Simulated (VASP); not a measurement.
# CuH3 (Im-3m) in VASP: further runs, part 2 of 2

VASP 6.6.1. Earlier steps stand in the parts before.

## 3. Single point, PBE

This run uses another cell than the first one, of 11.09 Å³/atom, 1.855 times its volume.

INCAR

```
SYSTEM = CuH3
PREC = Accurate ; ENCUT = 520
EDIFF = 1E-6 ; ISMEAR = 0
SIGMA = 0.1 ; LREAL = .FALSE.
LASPH = .TRUE. ; NELM = 60
ALGO = Normal ; ISIF = 2
LWAVE = .FALSE. ; LCHARG = .TRUE.
GGA = PE ; LELF = .TRUE.
LVHAR = .TRUE. ; NBANDS = 15
```

KPOINTS

```
regular mesh
0
G
  6 6 6
  0 0 0
```

POSCAR

```
CuH3
1.0
   -2.2298915700      2.2298915700      2.2298915700
    2.2298915700     -2.2298915700      2.2298915700
    2.2298915700      2.2298915700     -2.2298915700
Cu H
1 3
Direct
    0.0000000000      0.0000000000      0.0000000000
    0.0000000000      0.5000000000      0.5000000000
    0.5000000000      0.0000000000      0.5000000000
    0.5000000000      0.5000000000      0.0000000000
```

Potentials or basis: VASP PAW PBE potentials, release 64 (Cu, H).

Run with:

```bash
cat potpaw_PBE.64/Cu/POTCAR potpaw_PBE.64/H/POTCAR > POTCAR
mpirun -np 1 vasp_std > vasp.out
```

OUTCAR:

```text
SYSTEM = CuH3
   PREC = Accurate
   ENCUT = 520
   EDIFF = 1E-6
   ISMEAR = 0
   LREAL = .FALSE.
   LASPH = .TRUE.
   NELM = 60
   ISIF = 2
   GGA = PE

 ion  position               nearest neighbor table
   1  0.000  0.000  0.000-
   2  0.000  0.500  0.500-
   3  0.500  0.000  0.500-
   4  0.500  0.500  0.000-

  LATTYP: Found a body centered cubic cell.
 ALAT       =     4.4597831400

  Lattice vectors:

 A1 = (  -2.2298915700,   2.2298915700,   2.2298915700)
 A2 = (   2.2298915700,  -2.2298915700,   2.2298915700)
 A3 = (   2.2298915700,   2.2298915700,  -2.2298915700)

Analysis of symmetry for initial positions (statically):
=====================================================================
 Subroutine PRICEL returns:
 Original cell was already a primitive cell.

 Routine SETGRP: Setting up the symmetry group for a
 body centered cubic supercell.

 Subroutine GETGRP returns: Found 48 space group operations
 (whereof 48 operations were pure point group operations)
 out of a pool of 48 trial point group operations.

The static configuration has the point symmetry O_h .

Analysis of symmetry for dynamics (positions and initial velocities):
=====================================================================
 Subroutine PRICEL returns:
 Original cell was already a primitive cell.

 Routine SETGRP: Setting up the symmetry group for a
 body centered cubic supercell.

 Subroutine GETGRP returns: Found 48 space group operations
 (whereof 48 operations were pure point group operations)
 out of a pool of 48 trial point group operations.

The dynamic configuration has the point symmetry O_h .

 Subroutine INISYM returns: Found 48 space group operations
 (whereof 48 operations are pure point group operations),
 and found     1 'primitive' translations

----------------------------------------------------------------------------------------

                                     Primitive cell

  volume of cell :      44.3518

  direct lattice vectors                    reciprocal lattice vectors
    -2.229891570  2.229891570  2.229891570     0.000000000  0.224226149  0.224226149
     2.229891570 -2.229891570  2.229891570     0.224226149  0.000000000  0.224226149
     2.229891570  2.229891570 -2.229891570     0.224226149  0.224226149  0.000000000

  length of vectors
     3.862285495  3.862285495  3.862285495     0.317103661  0.317103661  0.317103661

  position of ions in fractional coordinates (direct lattice)
     0.000000000  0.000000000  0.000000000
     0.000000000  0.500000000  0.500000000
     0.500000000  0.000000000  0.500000000
     0.500000000  0.500000000  0.000000000

  ion indices of the primitive-cell ions
   primitive index   ion index
                 1           1
                 2           2
                 3           3
                 4           4

----------------------------------------------------------------------------------------

 KPOINTS: regular mesh
[... 39 lines left out ...]
  0.500000  0.500000  0.333333     12.000000
  0.500000  0.500000  0.500000      1.000000
   k-points           NKPTS =     16   k-points in BZ     NKDIM =     16   number of bands    NBANDS=     15
   number of dos      NEDOS =    301   number of ions     NIONS =      4
   total plane-waves  NPLWV =  27000
   dimension x,y,z NGX =    30 NGY =   30 NGZ =   30
   dimension x,y,z NGXF=    60 NGYF=   60 NGZF=   60
   ions per type =               1   3
   NGX,Y,Z   is equivalent  to a cutoff of  12.91, 12.91, 12.91 a.u.
   NGXF,Y,Z  is equivalent  to a cutoff of  25.83, 25.83, 25.83 a.u.
 SYSTEM =  CuH3
   PREC   = accura    normal or accurate (medium, high low for compatibility)
   ISTART =      0    job   : 0-new  1-cont  2-samecut
   ICHARG =      2    charge: 1-file 2-atom 10-const
   ISPIN  =      1    spin polarized calculation?
   LNONCOLLINEAR =      F non collinear calculations
   LSORBIT =      F    spin-orbit coupling
   LASPH  =      T    aspherical Exc in radial PAW
   ENCUT  =  520.0 eV  38.22 Ry    6.18 a.u.   7.18  7.18  7.18*2*pi/ulx,y,z
   NELM   =     60;   NELMIN=  2; NELMDL= -5     # of ELM steps
   EDIFF  = 0.1E-05   stopping-criterion for ELM
   LREAL  =      F    real-space projection
   EDIFFG = 0.1E-04   stopping-criterion for IOM
   NSW    =      0    number of steps for IOM
   IBRION =     -1    ionic relax: 0-MD 1-quasi-New 2-CG
   NFREE  =      0    steps in history (QN), initial steepest desc. (CG)
   ISIF   =      2    stress and relaxation
   ISYM   =      2    0-nonsym 1-usesym 2-fastsym
   POTIM  = 0.5000    time-step for ionic-motion
   TEBEG  =    0.0;   TEEND  =   0.0 temperature during run
   PSTRESS=    0.0 pullay stress
   NELECT =      14.0000    total number of electrons
   NUPDOWN=      -1.0000    fix difference up-down
   EMIN   =  10.00;   EMAX   =-10.00  energy-range for DOS
   EFERMI =   0.00;   METHOD = LEGACY
   ISMEAR =     0;   SIGMA  =   0.10  broadening in eV -4-tet -1-fermi 0-gaus
   EFERMI_NEDOS =   21; number of points for ismear=-14 and -15
   IALGO  =     38    algorithm
   IMIX   =      4    mixing-type and parameters
     AMIX     =   0.40;   BMIX     =  1.00
     AMIX_MAG =   1.60;   BMIX_MAG =  1.00
  volume/ion in A,a.u.               =      11.09        74.83
  Fermi-wavevector in a.u.,A,eV,Ry     =   1.114672  2.106425 16.905153  1.242494
  Thomas-Fermi vector in A             =   2.251269
   LORBIT       =      0    0 simple, 1 ext, 2 COOP (PROOUT), +10 PAW based schemes
   GGA     = PE    functional components
   LHFCALC =     F    Hartree Fock is set to
   AEXX    =    0.0000 exact exchange contribution
   IVDW    =     0    specifies the selected vdW correction
   LEPSILON=     F    determine dielectric tensor
   LRPA    =     F    only Hartree local field effects (RPA)
 non-spin polarized calculation
 Gauss-broadening in eV      SIGMA  =   0.10
  energy-cutoff  :      520.00
  volume of cell :       44.35
 maximum number of plane-waves:      1210
 NGX is ok and might be reduce to    30
   NGX = 15   NGY = 15   NGZ = 15

 number of electron      13.9999995 magnetization

 Free energy of the ion-electron system (eV)
  ---------------------------------------------------
  ext. energy  EPLUGINS =         0.00000000
  ---------------------------------------------------
  free energy    TOTEN  =        -8.46387348 eV

  energy without entropy =       -8.44949883  energy(sigma->0) =       -8.45668615

 E-fermi :  -0.5206     XC(G=0):  -8.6419

 val. band max:       -0.5264114580   @ k =  -0.3333   0.3333   0.1667
 cond. band min:      -0.4529419652   @ k =   0.5000   0.5000   0.3333
 fundamental gap:      0.0734694927
 Fermi energy:        -0.5206177165

 k-point     1 :       0.0000    0.0000    0.0000
  band No.  band energies     occupation
      1      -7.2715      2.00000
      2      -2.6089      2.00000
      3      -2.6089      2.00000
      4      -2.2527      2.00000
      5      -2.2527      2.00000
      6      -2.2527      2.00000
      7       1.8982      0.00000
      8       1.8982      0.00000
      9       7.2758      0.00000
     10       8.4668      0.00000
     11       8.4668      0.00000
     12       8.4668      0.00000
     13      10.7181      0.00000
     14      10.7181      0.00000
[... 257 lines left out ...]
      2      -3.9316      2.00000
      3      -2.0809      2.00000
      4      -2.0809      2.00000
      5      -2.0809      2.00000
      6      -0.8976      2.00000
      7      -0.4100      0.11774
      8      -0.4100      0.11774
      9       2.8375      0.00000
     10       2.8376      0.00000
     11       2.8376      0.00000
     12       8.3827      0.00000
     13      16.2274      0.00000
     14      16.2274      0.00000
     15      16.2274      0.00000

------------------------ aborting loop because EDIFF is reached ----------------------------------------

  FORCE on cell =-STRESS in cart. coord.  units (eV):
  Direction    XX          YY          ZZ          XY          YZ          ZX
  --------------------------------------------------------------------------------------
  -------------------------------------------------------------------------------------
  Total       -4.7572267     -4.7572267     -4.7572267      0.0000000      0.0000000      0.0000000
  in kB     -171.8514487   -171.8514487   -171.8514487      0.0000000      0.0000000      0.0000000
  external PRESSURE =    -171.8514487 kB  Pullay stress =       0.0000000 kB

 VOLUME and BASIS-vectors are now :
 -----------------------------------------------------------------------------
  energy-cutoff  :      520.00
  volume of cell :       44.35
      direct lattice vectors                 reciprocal lattice vectors
    -2.229891570  2.229891570  2.229891570     0.000000000  0.224226149  0.224226149
     2.229891570 -2.229891570  2.229891570     0.224226149  0.000000000  0.224226149
     2.229891570  2.229891570 -2.229891570     0.224226149  0.224226149  0.000000000

 POSITION                                       TOTAL-FORCE (eV/Angst)
 -----------------------------------------------------------------------------------
      0.00000      0.00000      0.00000        -0.000000      0.000000     -0.000000
      2.22989      0.00000      0.00000         0.000000     -0.000000      0.000000
      0.00000      2.22989      0.00000         0.000000     -0.000000      0.000000
      0.00000      0.00000      2.22989         0.000000     -0.000000      0.000000
 -----------------------------------------------------------------------------------
    total drift:                               -0.000000     -0.000000      0.000000

  FREE ENERGIE OF THE ION-ELECTRON SYSTEM (eV)
  ---------------------------------------------------
  free  energy   TOTEN  =        -8.4638734771 eV

  energy  without entropy=       -8.4494988260  energy(sigma->0) =       -8.45668615
```

OSZICAR:

```text
N       E                     dE             d eps       ncg     rms          rms(c)
DAV:   1     0.517827915347E+02    0.51783E+02   -0.59795E+03   480   0.103E+03
DAV:   2    -0.796456880396E+01   -0.59747E+02   -0.53578E+02   508   0.181E+02
DAV:   3    -0.106960565063E+02   -0.27315E+01   -0.26564E+01   634   0.425E+01
DAV:   4    -0.107259977881E+02   -0.29941E-01   -0.29933E-01   515   0.434E+00
DAV:   5    -0.107264283720E+02   -0.43058E-03   -0.43058E-03   613   0.594E-01    0.144E+01
DAV:   6    -0.153849667193E+02   -0.46585E+01   -0.14205E+02   585   0.162E+02    0.144E+01
DAV:   7    -0.919264781746E+01    0.61923E+01   -0.12219E+01   585   0.595E+01    0.598E+00
DAV:   8    -0.847753372219E+01    0.71511E+00   -0.49584E+00   608   0.422E+01    0.144E+00
DAV:   9    -0.846711456909E+01    0.10419E-01   -0.48348E-01   615   0.960E+00    0.642E-01
DAV:  10    -0.847359208952E+01   -0.64775E-02   -0.18076E-01   592   0.623E+00    0.869E-01
DAV:  11    -0.846424433716E+01    0.93478E-02   -0.46408E-02   585   0.316E+00    0.171E-01
DAV:  12    -0.846387734975E+01    0.36699E-03   -0.26170E-03   727   0.582E-01    0.336E-02
DAV:  13    -0.846388172848E+01   -0.43787E-05   -0.39192E-04   646   0.250E-01    0.277E-02
DAV:  14    -0.846387378235E+01    0.79461E-05   -0.55369E-05   592   0.111E-01    0.495E-03
DAV:  15    -0.846387347715E+01    0.30521E-06   -0.11013E-06   283   0.145E-02
   1 F= -.84638735E+01 E0= -.84566862E+01  d E =-.143747E-01
```

It took 25 s on 1 thread of Intel Xeon 8259CL, shared host; peak memory 0.16 GiB.

What came out:

```
Free energy            : -8.4639 eV
Pressure               : -17.2 GPa
Band gap on the k mesh : zero (band 7 reaches 1.90 eV, above the bottom of band 8 at -1.49 eV)
```
